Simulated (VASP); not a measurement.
The system is MgH2.

```xyz
3
Lattice="0.0000 2.3811 2.3811 2.3811 0.0000 2.3811 2.3811 2.3811 0.0000" Properties=species:S:1:pos:R:3 pbc="T T T"
Mg    0.0000    0.0000    0.0000
H     3.5716    3.5716    3.5716
H     1.1905    1.1905    1.1905
```

Base run:

- Program: VASP 6.6.1
- Functional: LDA
- Potentials or basis: VASP PAW LDA potentials, release 64 (Mg, H)
- Cutoff: 520 eV
- k mesh: 12 × 12 × 12
- Occupations: gaussian, width 0.05 eV
- Spin: no spin polarisation

Its results: band gap on the k mesh zero (band 2 reaches 3.93 eV, above the bottom of band 3 at 2.21 eV); pressure -4.1 GPa.

Question: The run is repeated on the same cell with these changes: functional from LDA to PBE; potentials or basis from VASP PAW LDA potentials, release 64 (Mg, H) to VASP PAW PBE potentials, release 64 (Mg, H). What comes out?

Answer: Band gap on the k mesh zero (band 2 reaches 3.86 eV, above the bottom of band 3 at 2.59 eV); pressure -0.6 GPa.
